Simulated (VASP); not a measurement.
# PbSe: single point with PBEsol

The system is PbSe.

```xyz
2
Lattice="0.0000 2.9925 2.9925 2.9925 0.0000 2.9925 2.9925 2.9925 0.0000" Properties=species:S:1:pos:R:3 pbc="T T T"
Se    2.9925    2.9925    2.9925
Pb    0.0000    0.0000    0.0000
```

This cell differs from its parent crystal: Te replaced by Se, lengths x 0.962, strained.

| Item | Value |
| --- | --- |
| Program | VASP 6.6.1 |
| Task | single point |
| Functional | PBEsol |
| Potentials or basis | VASP PAW PBE potentials, release 64 (Se, Pb_d) |
| Cutoff | 520 eV |
| k mesh | 6 × 6 × 6 |
| Occupations | gaussian, width 0.1 eV |
| Spin | no spin polarisation |
| Dipole correction | no |
| Further INCAR settings | ALGO = Normal; EDIFF = 1e-07; NBANDS = 17 |

```yaml
Pressure: 3.2 GPa
Band_gap_on_the_k_mesh: 0.04 eV, direct
```

Levels at points of the mesh, in eV from the valence-band top:
```csv
k point,band 7,band 8,band 9,band 10,band 11,band 12,band 13,band 14
"(0.00, 0.00, 0.00)",-6.25,-2.22,-2.22,-2.22,4.80,4.80,4.80,6.27
"(0.50, 0.00, 0.00)",-9.27,-1.75,-1.75,0.00,0.04,1.47,1.47,8.47
"(0.50, 0.50, 0.00)",-7.56,-5.64,-3.72,-3.72,3.26,5.82,5.82,6.27
```

Wall time 6.3 s on 1 thread of Intel(R) Xeon(R) 6975P-C (Granite Rapids) (shared host), peak memory 0.17 GiB.

Caveat: the cell differs from its parent crystal (Te replaced by Se, lengths x 0.962, strained); the PAW data sets were made with another functional, which shifts forces and pressure a little; spin-orbit coupling is left out, which moves the levels of the heavy elements. A k mesh can miss the band edges.
